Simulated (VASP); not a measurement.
TaSi2:

```
Ta Si
1.0
     4.80510    0.00000    0.00000
    -2.40255    4.16134    0.00000
     0.00000    0.00000    6.59887
Ta Si
3 6
Direct
  0.50000 0.00000 0.50000
  0.50000 0.50000 0.83333
  0.00000 0.50000 0.16667
  0.15892 0.31784 0.50000
  0.84108 0.15892 0.83333
  0.68216 0.84108 0.16667
  0.84108 0.68216 0.50000
  0.15892 0.84108 0.83333
  0.31784 0.15892 0.16667
```

```yaml
Program: VASP 6.6.1
Task: relaxation of cell and atoms
Functional: PBEsol
Potentials_or_basis: VASP PAW PBE potentials, release 64 (Ta_pv, Si)
Cutoff: 600 eV
k_mesh: 9 × 9 × 6
Occupations: gaussian, width 0.1 eV
Spin: no spin polarisation
```

At the start: pressure -4.3 GPa; volume 14.66 Å³/atom.

Q: How do energy, volume and symmetry change on relaxing?

A: Over 10 steps the energy falls by 4.7 meV/atom and the volume is 14.32 Å³/atom (-2.3 %); space group P6_222 (No. 180, to 0.05 Å).

The path:
| step | energy change (eV) | largest force (eV/Å) | pressure (GPa) | volume (Å³) |
| --- | --- | --- | --- | --- |
| 1 | 0.0000 | 0.0267 | -4.34 | 131.95 |
| 2 | 0.0589 | 0.0073 | 7.51 | 124.50 |
| 3 | -0.0416 | 0.0187 | -0.03 | 128.97 |
| 4 | -0.0416 | 0.0184 | 0.05 | 128.91 |
| 5 | -0.0425 | 0.0187 | 0.07 | 128.85 |
| 6 | -0.0424 | 0.0187 | 0.07 | 128.86 |
| 7 | -0.0424 | 0.0187 | 0.07 | 128.86 |
| 8 | -0.0425 | 0.0076 | -0.07 | 128.95 |
| 9 | -0.0425 | 0.0081 | -0.08 | 128.95 |
| 10 | -0.0425 | 0.0033 | 0.01 | 128.89 |

Final structure:
```xyz
9
Lattice="4.7631 0.0000 0.0000 -2.3815 4.1249 0.0000 0.0000 0.0000 6.5603" Properties=species:S:1:pos:R:3 pbc="T T T"
Ta    2.3815    0.0000    3.2802
Ta    1.1908    2.0625    5.4669
Ta   -1.1908    2.0625    1.0934
Si    0.0000    1.3138    3.2802
Si    3.6253    0.6569    5.4669
Si    1.2438    3.4680    1.0934
Si    2.3815    2.8112    3.2802
Si   -1.2438    3.4680    5.4669
Si    1.1378    0.6569    1.0934
```

Caveat: the PAW data sets were made with another functional, which shifts forces and pressure a little.
